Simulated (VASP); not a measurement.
Here is a VASP 6.6.1 calculation.

The input POSCAR:

```
Re
1.0
    2.7422705826      0.0000000000      0.0000000000
   -1.3711352913      2.3748759886      0.0000000000
    0.0000000000      0.0000000000      4.4282782931
Re
2
Direct
    0.6666666667      0.3333333333      0.7500000000
    0.3333333333      0.6666666667      0.2500000000
```

Contents of INCAR.step1:

```
PREC = Accurate
ENCUT = 520
EDIFF = 1E-5
ISMEAR = -1
SIGMA = 0.05
LREAL = False
LASPH = True
NELM = 60
ALGO = Normal
ISIF = 2
LWAVE = True
LCHARG = False
GGA = PE
NBANDS = 14
```

INCAR.step2

```
PREC = Accurate
ENCUT = 520
EDIFF = 1E-6
ISMEAR = -1
SIGMA = 0.05
LREAL = False
LASPH = True
NELM = 60
ALGO = Normal
ISIF = 2
LWAVE = False
LCHARG = False
METAGGA = R2SCAN
LHFCALC = True
AEXX = 0.5
LMIXTAU = True
PRECFOCK = Normal
ISTART = 1
NBANDS = 14
```

Contents of KPOINTS:

```
Automatic mesh
0
Gamma
  6 6 3
```

Potentials or basis: VASP PAW PBE potentials, release 64 (Re).

Run with:

```sh
$ cat potpaw_PBE.64/Re/POTCAR > POTCAR
$ cp INCAR.step1 INCAR
$ mpirun -np 1 vasp_std > vasp.out
$ cp INCAR.step2 INCAR
$ mpirun -np 1 vasp_std > vasp.out
```

(1) Predict the band gap on the k mesh.

(2) Estimate the pressure.

## Answers

(1) zero (bands 7 and 8 overlap by 4.82 eV).

(2) -20.4 GPa.

Caveat: the k points lie up to 0.47 Å⁻¹ apart, too coarse for converged energies and pressures of a metal; the PAW data sets were made with another functional, which shifts forces and pressure a little; spin-orbit coupling is left out, which moves the levels of the heavy elements.
